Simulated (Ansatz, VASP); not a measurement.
**PtSe2 in VASP and in Ansatz**

Contents of POSCAR:

```
PtSe2
1.0
    3.7286599628      0.0000000000      0.0000000000
   -1.8643299814      3.2291142499      0.0000000000
    0.0000000000      0.0000000000      5.2770334243
Pt Se
1 2
Direct
    0.0000000000      0.0000000000      0.0000000000
    0.3333333333      0.6666666667      0.2462223062
    0.6666666667      0.3333333333      0.7537776938
```

The input INCAR.step1:

```
PREC = Accurate
ENCUT = 520
ISMEAR = -1
SIGMA = 0.02
LREAL = F
LASPH = T
NELM = 80
NBANDS = 18
GGA = PE
ALGO = Normal
EDIFF = 1E-4
LWAVE = T
LCHARG = F
```

The input INCAR.step2:

```
PREC = Accurate
ENCUT = 520
EDIFF = 1E-6
ISMEAR = -1
SIGMA = 0.02
LREAL = F
LASPH = T
NELM = 80
ALGO = Normal
ISIF = 2
LWAVE = F
LCHARG = T
METAGGA = R2SCAN
LMIXTAU = T
LELF = T
LVHAR = T
NBANDS = 18
ISTART = 1
```

The input KPOINTS:

```
regular mesh
0
Gamma
  12 12 6
```

Input for Ansatz:

```yaml
crystal:
  lattice:
    - [3.7286599628, 0.0, 0.0]
    - [-1.8643299814, 3.2291142499, 0.0]
    - [0.0, 0.0, 5.2770334243]
  atoms:
    - { symbol: Pt, position: [0.0, 0.0, 0.0] }
    - { symbol: Se, position: [0.3333333333, 0.6666666667, 0.2462223062] }
    - { symbol: Se, position: [0.6666666667, 0.3333333333, 0.7537776938] }
kpoints:
  mp_grid: { grid: [12, 12, 6] }
  band_path:
    path:
      - [0.0, 0.0, 0.0]
      - [0.5, 0.0, 0.0]
      - [0.3333333333, 0.3333333333, 0.0]
      - [0.0, 0.0, 0.5]
      - [0.5, 0.0, 0.5]
      - [0.3333333333, 0.3333333333, 0.5]
      - [0.3, 0.3, 0.0]
      - [0.0, 0.25, 0.3333333333]
    npoints: 1
hamiltonian:
  xc: r2scan
scf:
  occupations: { method: fermi_dirac, width: 0.02 }
  n_extra_bands: 4
output:
  forces: true
  stress: true
  eigenvalues: true
```

Alike in both runs: task single point; functional r2SCAN; k mesh 12 × 12 × 6; occupations fermi-dirac, width 0.02 eV; no spin polarisation.

```csv
,VASP,Ansatz
version,VASP 6.6.1,Ansatz 0.2.0
potentials or method,"VASP PAW PBE potentials, release 64 (Pt, Se)","plane waves, PAW"
plane-wave cutoff (eV),520,500
valence electrons in the cell,22,50
```

```tsv
	VASP	Ansatz	Ansatz less VASP
pressure (GPa)	1.4	1.4	-0.07
rms of the force components (eV/Å)	0.009	0.015	+0.0061
```

VASP's potentials were made for PBE, not for r2SCAN. Atom by atom the forces differ by 0.006 eV/Å (rms over components). VASP's potentials hold 22 valence electrons a cell and Ansatz's 50, so a difference there can come from the potentials and not from the codes.

Spin-orbit coupling is off throughout.
